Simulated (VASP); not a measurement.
A run of VASP 6.6.1 is set up as follows.

File POSCAR:

```
GaAs
1.0
    0.0000000000      2.9128332860      2.9128332860
    2.9128332860      0.0000000000      2.9128332860
    2.9128332860      2.9128332860      0.0000000000
Ga As
1 1
Direct
    0.0000000000      0.0000000000      0.0000000000
    0.2500000000      0.2500000000      0.2500000000
```

INCAR.step1

```
  PREC = Accurate
  ENCUT = 520
  EDIFF = 1E-5
  ISMEAR = -1
  SIGMA = 0.05
  LREAL = F
  LASPH = T
  NELM = 80
  ALGO = Normal
  ISIF = 2
  LWAVE = T
  LCHARG = F
  NBANDS = 16
  GGA = PE
```

Contents of INCAR.step2:

```
  PREC = Accurate
  ENCUT = 520
  EDIFF = 1E-6
  ISMEAR = -1
  SIGMA = 0.05
  LREAL = F
  LASPH = T
  NELM = 80
  ALGO = Normal
  ISIF = 2
  LWAVE = F
  LCHARG = F
  GGA = PE
  LHFCALC = T
  HFSCREEN = 0.2079
  PRECFOCK = Normal
  NBANDS = 16
  ISTART = 1
```

File KPOINTS:

```
Automatic mesh
0
Gamma
  4 4 4
```

Potentials or basis: VASP PAW PBE potentials, release 64 (Ga_d, As).

Run with:

```console
$ cat potpaw_PBE.64/Ga_d/POTCAR potpaw_PBE.64/As/POTCAR > POTCAR
$ cp INCAR.step1 INCAR
$ mpirun -np 1 vasp_std > vasp.out
$ cp INCAR.step2 INCAR
$ mpirun -np 1 vasp_std > vasp.out
```

Problem. Estimate the pressure.

Solution. -4.5 GPa.

Problem. What does it give for the band gap on the k mesh?

Solution. 0.72 eV, direct.

Caveat: the k points lie up to 0.47 Å⁻¹ apart; the PAW data sets were made with another functional, which shifts forces and pressure a little.
